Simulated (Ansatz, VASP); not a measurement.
# One calculation of MgCd3Se4, two programs

```
CELL_PARAMETERS angstrom
4.04453 -5.63221 0.00000
4.04453 5.63221 0.00000
0.00000 0.00000 4.06999
ATOMIC_POSITIONS crystal
Mg 0.50000 0.50000 0.00000
Cd 0.00000 0.50000 0.50000
Cd 0.50000 0.00000 0.50000
Cd 0.00000 0.00000 0.00000
Se 0.25169 0.74831 0.00000
Se 0.74207 0.74207 0.50000
Se 0.25793 0.25793 0.50000
Se 0.74831 0.25169 0.00000
```

Change from the starting cell: species swapped into the MnNi3O4 type (Cmmm, No. 65).

Alike in both runs: functional PBE; k mesh 2 × 2 × 3; occupations gaussian, width 0.15 eV; no spin polarisation.

Ansatz relaxed the structure, and its values are those at the end. VASP's run is a single point on that final structure, the one shown.

|  | VASP | Ansatz |
| --- | --- | --- |
| version | VASP 6.6.1 | Ansatz 0.2.0 |
| potentials or method | VASP PAW PBE potentials, release 64 (Mg, Cd, Se), cutoff 600 eV | scalar-relativistic, plane waves, PAW |
| valence electrons in the cell | 62 | 134 |

```tsv
	VASP	Ansatz	Ansatz less VASP
gap on the k mesh at the Fermi level (eV)	0.13	0.13	0.000
least direct gap on the mesh (eV)	0.13	0.13	0.000
pressure (GPa)	0.0	-0.2	-0.18
rms of the force components (eV/Å)	0.028	0.018	-0.0099
```

With one functional, cell and mesh, what is left measures potentials, basis and numerics. VASP's potentials hold 62 valence electrons a cell and Ansatz's 134, so a difference there can come from the potentials and not from the codes.

The k mesh is coarse, so the values compare programs but aren't converged.
